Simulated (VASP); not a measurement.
Wanted: the native input for a VASP 6.6.1 run.

* Task: relaxation of cell and atoms
* Functional: PBEsol
* Potentials or basis: VASP PAW PBE potentials, release 64 (Zn, Se)
* Cutoff: 600 eV
* k mesh: 8 × 8 × 8
* Occupations: gaussian, width 0.02 eV
* Spin: no spin polarisation
* Dipole correction: no
* Further INCAR settings: ALGO = Normal; EDIFF = 1e-07; IBRION = 2; EDIFFG = -0.005; NSW = 100; ISIF = 3

The structure of ZnSe lies in POSCAR:

```
ZnSe
1.0
    0.0000000000      2.8324425407      2.8324425407
    2.8324425407      0.0000000000      2.8324425407
    2.8324425407      2.8324425407      0.0000000000
Zn Se
1 1
Direct
    0.0000000000      0.0000000000      0.0000000000
    0.7500000000      0.7500000000      0.7500000000
```

One way to write it, as run:

INCAR

```
  PREC = Accurate
  ENCUT = 600
  EDIFF = 1E-7
  ISMEAR = 0
  SIGMA = 0.02
  LREAL = False
  LASPH = True
  NELM = 60
  ALGO = Normal
  ISIF = 3
  LWAVE = False
  LCHARG = False
  GGA = PS
  IBRION = 2
  NSW = 100
  EDIFFG = -0.005
```

KPOINTS

```
regular mesh
0
Gamma
  8 8 8
```

Potentials or basis: VASP PAW PBE potentials, release 64 (Zn, Se).

The run is started by

```bash
$ cat potpaw_PBE.64/Zn/POTCAR potpaw_PBE.64/Se/POTCAR > POTCAR
$ mpirun -np 1 vasp_std > vasp.out
```

It gave:

| Quantity | Value |
| --- | --- |
| Relaxed volume | 22.43 Å³/atom |
| Relaxed cell | a = 3.988 Å, b = 3.988 Å, c = 3.988 Å, α = 60.00°, β = 60.00°, γ = 60.00° |
| Space group after relaxing (to 0.05 Å) | F-43m (No. 216) |
| Energy gained by relaxing | 0.8 meV/atom |
| Ionic steps | 3 |
| Pressure after relaxing | 0.0 GPa |
| Band gap on the k mesh | 1.23 eV, direct |

Caveat: the PAW data sets were made with another functional, which shifts forces and pressure a little.

Run time: 110 s on 1 thread of AMD EPYC 7R13 (shared host), peak memory 0.17 GiB.
